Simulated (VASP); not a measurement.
Write the native input for VASP 6.6.1 that does the following.

| Quantity | Value |
| --- | --- |
| Task | single point |
| Functional | PBE |
| Potentials or basis | VASP PAW PBE potentials, release 64 (Mo_sv) |
| Cutoff | 500 eV |
| k mesh | 10 × 10 × 10 |
| Occupations | methfessel-paxton, width 0.2 eV |
| Spin | no spin polarisation |
| Dipole correction | no |
| Further INCAR settings | ALGO = Normal; EDIFF = 1e-06; NBANDS = 13 |

The structure of Mo lies in POSCAR:

```
Mo
1.0
   -1.5734150000      1.5734150000      1.5734150000
    1.5734150000     -1.5734150000      1.5734150000
    1.5734150000      1.5734150000     -1.5734150000
Mo
1
Direct
    0.0000000000      0.0000000000      0.0000000000
```

These files were run (other wordings do the same):

INCAR

```
PREC = Accurate
ENCUT = 500
EDIFF = 1E-6
ISMEAR = 1
SIGMA = 0.2
LREAL = F
LASPH = T
NELM = 120
ALGO = Normal
ISIF = 2
LWAVE = F
LCHARG = F
GGA = PE
NBANDS = 13
GGA_COMPAT = F
```

KPOINTS

```
regular mesh
0
Gamma
  10 10 10
```

Potentials or basis: VASP PAW PBE potentials, release 64 (Mo_sv).

Run with:

```sh
$ cat potpaw_PBE.64/Mo_sv/POTCAR > POTCAR
$ mpirun -np 1 vasp_std > vasp.out
```

It gave:

| Item | Value |
| --- | --- |
| Pressure | 3.6 GPa |
| Band gap on the k mesh | zero (band 7 reaches 16.66 eV, above the bottom of band 8 at 11.29 eV) |

Run time: 6.8 s on 1 thread of Intel(R) Xeon(R) Platinum 8488C (Sapphire Rapids), on a shared host, peak memory 0.12 GiB.
